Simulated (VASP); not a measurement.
A run of VASP 6.6.1:

Contents of INCAR:

```
SYSTEM = TaSi2
  PREC = Accurate
  ENCUT = 520
  EDIFF = 1E-7
  ISMEAR = -1
  SIGMA = 0.05
  LREAL = Auto
  LASPH = .TRUE.
  NELM = 100
  ALGO = Normal
  ISIF = 2
  LWAVE = .FALSE.
  LCHARG = .FALSE.
  GGA = PE
  NBANDS = 94
  ISYM = 0
```

The input KPOINTS:

```
Automatic mesh
0
Gamma
  1 1 1
  0.25 0.25 0.25
```

File POSCAR:

```
TaSi2
1.0
    7.2389490000     -0.0789630000     -0.1139910000
   -0.0789630000      7.5148510000      0.0255970000
   -0.1139910000      0.0255970000      7.3977730000
Si Ta
16 8
Direct
    0.4600353350      0.7594703892      0.4684516170
    0.5784809851      0.7815176926      1.0181888681
    0.3118223745      1.0217210900      0.5992762889
   -0.0361928002      0.9490614036      0.5787424434
    0.6906735954      0.3507387934      0.8393517499
    0.7785302636      0.8018379366      0.3097029062
    0.1043967414      0.9156886052      0.1920166255
    0.2168402267      0.2428663297      0.3320340033
    0.1286405717      0.6335471068      0.5759556237
    0.5628090837      0.4029208166      0.1756140133
    0.4853384539      0.0388152797      0.2651379896
    0.1582574930      0.8138462996      0.8598588935
    0.3274980555      0.4945495919      0.8362204200
    0.6621724370      0.1085764887      0.6126885031
    0.0925531686      0.2876458766      0.0116174634
    0.8687587480      0.4996562123      0.3824592858
    0.8468742829      0.1644818062      0.2855204946
    0.7543270539      0.6619687189      0.6615086840
    0.4622915598      0.3946597339      0.5347045620
    0.0108474559      0.2901616107      0.6504386179
    0.4319653456      0.0949458224      0.9236071225
    0.8853726326      0.5969300227      0.0458452691
    0.8605897660      0.0067587245      0.9092449153
    0.2917276893      0.6107576910      0.1679747089
```

Potentials or basis: VASP PAW PBE potentials, release 64 (Si, Ta_pv).

Command:

```bash
$ cat potpaw_PBE.64/Si/POTCAR potpaw_PBE.64/Ta_pv/POTCAR > POTCAR
$ mpirun -np 1 vasp_std > vasp.out
```

Hardware: 1 thread of Intel(R) Xeon(R) Platinum 8488C (Sapphire Rapids) (shared host).

Q: How long does it take, and how much memory?

A: Run time: 98 s on 1 thread of Intel(R) Xeon(R) Platinum 8488C (Sapphire Rapids) (shared host), peak memory 0.39 GiB. Counts: scf iterations 20, k points 1.
